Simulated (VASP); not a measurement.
RbCdI3:

```
Rb Cd I
1.0
     5.69330    0.00000    0.00000
     0.00000    5.69330    0.00000
     0.00000    0.00000    5.69330
Rb Cd I
1 1 3
Cartesian
  0.0000 0.0000 0.0000
  2.8466 2.8466 2.8466
  2.8466 2.8466 0.0000
  2.8466 0.0000 2.8466
  0.0000 2.8466 2.8466
```

- Program: VASP 6.6.1
- Task: relaxation of cell and atoms
- Functional: PBEsol
- Potentials or basis: VASP PAW PBE potentials, release 64 (Rb_sv, Cd, I)
- Cutoff: 600 eV
- k mesh: 4 × 4 × 4
- Occupations: fermi-dirac, width 0.03 eV
- Spin: no spin polarisation

At the start: pressure 2.8 GPa; volume 36.91 Å³/atom.

Task: Where does the relaxation end?

Result: Over 3 steps the energy falls by 29.6 meV/atom and the volume is 40.69 Å³/atom (+10.2 %); space group Pm-3m (No. 221, to 0.1 Å) before and after.

Step by step:
| step | energy change (eV) | largest force (eV/Å) | pressure (GPa) | volume (Å³) |
| --- | --- | --- | --- | --- |
| 1 | 0.0000 | 0.0000 | 2.78 | 184.54 |
| 2 | -0.1475 | 0.0000 | 0.14 | 202.15 |
| 3 | -0.1480 | 0.0000 | -0.01 | 203.43 |

Final structure:
```xyz
5
Lattice="5.8813 0.0000 0.0000 0.0000 5.8813 0.0000 0.0000 0.0000 5.8813" Properties=species:S:1:pos:R:3 pbc="T T T"
Rb    0.0000    0.0000    0.0000
Cd    2.9406    2.9406    2.9406
I     2.9406    2.9406    0.0000
I     2.9406    0.0000    2.9406
I     0.0000    2.9406    2.9406
```

Caveat: the PAW data sets were made with another functional, which shifts forces and pressure a little.
